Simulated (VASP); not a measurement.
A run of VASP 6.6.1:

File INCAR:

```
SYSTEM = Si23BHO48
PREC = Accurate
ENCUT = 520
EDIFF = 1E-7
ISMEAR = 0
SIGMA = 0.02
LREAL = Auto
LASPH = .TRUE.
NELM = 100
ALGO = Normal
ISIF = 2
LWAVE = .FALSE.
LCHARG = .TRUE.
GGA = PE
IVDW = 12
LELF = .TRUE.
LVHAR = .TRUE.
NBANDS = 234
```

File KPOINTS:

```
regular mesh
0
G
  1 1 1
  0 0 0
```

POSCAR

```
Si23BHO48
1.0
    9.8316000000      0.0000000000      0.0000000000
   -4.9158000000      8.5144150000      0.0000000000
    0.0000000000      0.0000000000     10.8182000000
Si O B H
23 48 1 1
Direct
    0.2696880000      0.0042536000      0.1659530000
    0.0008685700      0.2683290000      0.3334340000
    0.2300140000      0.2360220000      0.0011123000
    0.2665710000      0.0039666000      0.6682490000
    0.9877070000      0.2651610000      0.8363930000
    0.2373780000      0.2479670000      0.5046470000
    0.2689130000      0.5034970000      0.1694290000
    0.0071740000      0.7615250000      0.3346140000
    0.2378880000      0.7376010000      0.9995222100
    0.9995975200      0.7632920000      0.8347720000
    0.2444950000      0.7356140000      0.5016440000
    0.7704580000      0.9995776200      0.1677880000
    0.5005500000      0.2709950000      0.3363130000
    0.7196970000      0.2254150000      0.0067535000
    0.7669430000      0.9974284000      0.6662580000
    0.4957890000      0.2648950000      0.8388830000
    0.7315520000      0.2292750000      0.4997570000
    0.7671770000      0.5003520000      0.1687290000
    0.5082110000      0.7657540000      0.3369440000
    0.7284970000      0.7290430000      0.9967325000
    0.7678590000      0.4933310000      0.6719780000
    0.4934370000      0.7554030000      0.8256840000
    0.7401200000      0.7312110000      0.5028160000
    0.0701790000      0.2104350000      0.4453740000
    0.2949550000      0.3664780000      0.1108140000
    0.1376360000      0.4348590000      0.2787260000
    0.1999740000      0.0709020000      0.0599790000
    0.3661290000      0.3022770000      0.3932910000
    0.4320150000      0.1437110000      0.2242100000
    0.0667330000      0.2120310000      0.9439510000
    0.3031200000      0.3853300000      0.6093620000
    0.1133590000      0.4405420000      0.7851950000
    0.2097810000      0.0849780000      0.5653650000
    0.3582330000      0.2953090000      0.8896740000
    0.4313560000      0.1336490000      0.7299220000
    0.0766350000      0.6958990000      0.4416340000
    0.3064960000      0.8756300000      0.1036260000
    0.1430170000      0.9271020000      0.2781130000
    0.2082500000      0.5754350000      0.0619490000
    0.3765200000      0.8018230000      0.3929280000
    0.4356450000      0.6372690000      0.2260910000
    0.0702950000      0.7095930000      0.9482220000
    0.2950410000      0.8698080000      0.6071030000
    0.1315540000      0.9273490000      0.7745430000
    0.2301330000      0.5767600000      0.5604110000
    0.3586520000      0.7864940000      0.8835290000
    0.4284710000      0.6274950000      0.7150340000
    0.5668770000      0.2051100000      0.4454450000
    0.7918800000      0.3613760000      0.1121420000
    0.6403730000      0.4358000000      0.2813830000
    0.6938720000      0.0630420000      0.0659360000
    0.8601750000      0.2920420000      0.3883960000
    0.9366550000      0.1391850000      0.2215540000
    0.5542740000      0.2009080000      0.9545440000
    0.7949510000      0.3574220000      0.6120670000
    0.6387770000      0.4269040000      0.7826280000
    0.7040680000      0.0640960000      0.5552660000
    0.8398320000      0.2764280000      0.8908620000
    0.9289380000      0.1359870000      0.7256000000
    0.5736550000      0.6988570000      0.4456840000
    0.7960380000      0.8655170000      0.1023840000
    0.6501690000      0.9288590000      0.2836800000
    0.7033430000      0.5680830000      0.0595770000
    0.8714800000      0.7895060000      0.3941120000
    0.9352230000      0.6347670000      0.2225520000
    0.5626060000      0.6962730000      0.9382370000
    0.8024270000      0.8653980000      0.6094200000
    0.6328180000      0.9222560000      0.7728480000
    0.7110210000      0.5682130000      0.5642060000
    0.8565170000      0.7850870000      0.8848320000
    0.9375310000      0.6233760000      0.7302810000
    0.3154190000      0.5288810000      0.6326340000
    0.0643703400      0.4973217400      0.7546583800
```

Potentials or basis: VASP PAW PBE potentials, release 64 (Si, O, B, H).

Run with:

```sh
$ cat potpaw_PBE.64/Si/POTCAR potpaw_PBE.64/O/POTCAR potpaw_PBE.64/B/POTCAR potpaw_PBE.64/H/POTCAR > POTCAR
$ mpirun -np 1 vasp_gam > vasp.out
```

Hardware: 1 thread of Intel(R) Xeon(R) Platinum 8488C (Sapphire Rapids) (shared host).

Task: How long does it take, and how much memory?

Result: It took 4 min on 1 thread of Intel(R) Xeon(R) Platinum 8488C (Sapphire Rapids), on a shared host, peak memory 0.96 GiB. Counts: scf iterations 17, k points 1.
